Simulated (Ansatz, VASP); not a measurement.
# Rb: VASP beside Ansatz

```
Rb
1.0
     5.16138    0.00000    0.00000
    -2.58069    4.46989    0.00000
     0.00000    0.00000   17.17544
Rb
4
Direct
  0.00000 0.00000 0.00000
  0.33333 0.66667 0.25000
  0.00000 0.00000 0.50000
  0.66667 0.33333 0.75000
```

Alike in both runs: task single point; functional PBEsol; k mesh 9 × 9 × 4; occupations gaussian, width 0.1 eV; no spin polarisation.

```csv
,VASP,Ansatz
version,VASP 6.6.1,Ansatz 0.2.0
potentials or method,"VASP PAW PBE potentials, release 64 (Rb_sv), cutoff 520 eV","scalar-relativistic, plane waves, PAW"
valence electrons in the cell,36,36
```

|  | VASP | Ansatz | Ansatz less VASP |
| --- | --- | --- | --- |
| gap on the k mesh at the Fermi level (eV) | none | none | - |
| pressure (GPa) | -0.3 | -0.3 | 0.00 |

VASP's potentials were made for PBE, not for PBEsol. A gap of «none» marks a metal or a gap that the smearing closes.
